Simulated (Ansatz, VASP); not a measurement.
**Two plane-wave programs on AlNi3**

INCAR

```
PREC     = Accurate       # precision mode
ENCUT    = 520            # plane-wave cutoff, eV
EDIFF    = 1E-7           # SCF threshold, eV
ISMEAR   = 0              # smearing method
SIGMA    = 0.1            # smearing width, eV
LREAL    = F              # projectors in reciprocal space
LASPH    = T              # aspherical terms in the spheres
NELM     = 80             # most SCF steps
ALGO     = Normal         # electronic algorithm
ISIF     = 2              # what is computed and relaxed
LWAVE    = F              # write WAVECAR
LCHARG   = T              # write CHGCAR
GGA      = PE             # functional
LELF     = T              # ELF
LVHAR    = T            
NBANDS   = 24             # bands
```

File KPOINTS:

```
regular mesh
0
Gamma
  2 2 2
```

POSCAR

```
AlNi3
1.0
    0.0091803197      2.8086990902      2.8014686452
    2.8035150590      0.0061289969      2.8045199680
    2.8105818206      2.8188171747     -0.0009377647
Al Ni
1 3
Direct
    0.5179937806      0.4754529908      0.4812022906
    0.2347094222      0.2129657574      0.2359009799
    0.0527018359     -0.0376585175      0.0301498793
    0.7728995969      0.7206613382      0.8016672262
```

Input for Ansatz:

```yaml
crystal:
  lattice:
    - [0.0091803197, 2.8086990902, 2.8014686452]
    - [2.803515059, 0.0061289969, 2.804519968]
    - [2.8105818206, 2.8188171747, -0.0009377647]
  atoms:
    - { symbol: Al, position: [0.5179937806, 0.4754529908, 0.4812022906] }
    - { symbol: Ni, position: [0.2347094222, 0.2129657574, 0.2359009799] }
    - { symbol: Ni, position: [0.0527018359, -0.0376585175, 0.0301498793] }
    - { symbol: Ni, position: [0.7728995969, 0.7206613382, 0.8016672262] }
basis:
  ecutwfc: 420
kpoints:
  mp_grid: { grid: [2, 2, 2] }
hamiltonian:
  xc: pbe
scf:
  occupations: { method: gaussian, width: 0.1 }
output:
  forces: true
  stress: true
  eigenvalues: true
```

Change from the starting cell: kmesh displaced: [2, 2, 2] Gamma-centred.

Alike in both runs: task single point; functional PBE; k mesh 2 × 2 × 2; occupations gaussian, width 0.1 eV; no spin polarisation.

|  | VASP | Ansatz |
| --- | --- | --- |
| version | VASP 6.6.1 | Ansatz 0.2.0 |
| potentials or method | VASP PAW PBE potentials, release 64 (Al, Ni), cutoff 520 eV | scalar-relativistic, plane waves, PAW |
| valence electrons in the cell | 33 | 57 |

```csv
,VASP,Ansatz,Ansatz less VASP
gap on the k mesh at the Fermi level (eV),none,none,-
pressure (GPa),15.8,16.0,+0.15
"traceless stress, the component that is largest in VASP (GPa)",2.94,3.18,+0.235
rms of the force components (eV/Å),1.459,1.477,+0.0188
```

Atom by atom the forces differ by 0.022 eV/Å (rms over components). A gap of «none» marks a metal or a gap that the smearing closes. With one functional, cell and mesh, what is left measures potentials, basis and numerics. VASP's potentials hold 33 valence electrons a cell and Ansatz's 57, so a difference there can come from the potentials and not from the codes.

The k mesh is coarse, so the values compare programs but aren't converged.
